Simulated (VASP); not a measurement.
Input of a VASP 6.6.1 run:

The input POSCAR:

```
SrO
1.0
    4.2700309401      0.0000000000      0.0000000000
   -2.1350154700      3.6979552691      0.0000000000
    0.0000000000      0.0000000000      5.1444468298
Sr O
2 2
Direct
    0.3333333333      0.6666666667     -0.0625000000
    0.6666666667      0.3333333333      0.4375000000
    0.3333333333      0.6666666667      0.4375000000
    0.6666666667      0.3333333333      0.9375000000
```

File INCAR.step1:

```
ALGO = Normal
EDIFF = 1E-4
ENCUT = 520
GGA = PE
ISMEAR = 0
LASPH = True
LCHARG = False
LREAL = False
LWAVE = True
NBANDS = 24
NELM = 100
PREC = Accurate
SIGMA = 0.01
```

Contents of INCAR.step2:

```
ALGO = Normal
EDIFF = 1E-6
ENCUT = 520
ISIF = 2
ISMEAR = 0
ISTART = 1
LASPH = True
LCHARG = False
LMIXTAU = True
LREAL = False
LWAVE = False
METAGGA = R2SCAN
NBANDS = 24
NELM = 100
PREC = Accurate
SIGMA = 0.01
```

The input KPOINTS:

```
k-points
0
Gamma
  6 6 4
```

Potentials or basis: VASP PAW PBE potentials, release 64 (Sr_sv, O).

Launch:

```sh
$ cat potpaw_PBE.64/Sr_sv/POTCAR potpaw_PBE.64/O/POTCAR > POTCAR
$ cp INCAR.step1 INCAR
$ mpirun -np 1 vasp_std > vasp.out
$ cp INCAR.step2 INCAR
$ mpirun -np 1 vasp_std > vasp.out
```

Problem. Estimate the band gap on the k mesh.

Solution. 3.02 eV, direct.

Problem. Estimate the pressure.

Solution. 0.5 GPa.

Caveat: the PAW data sets were made with another functional, which shifts forces and pressure a little. r2SCAN opens gaps a little over a GGA but as a rule still falls short of measured ones.
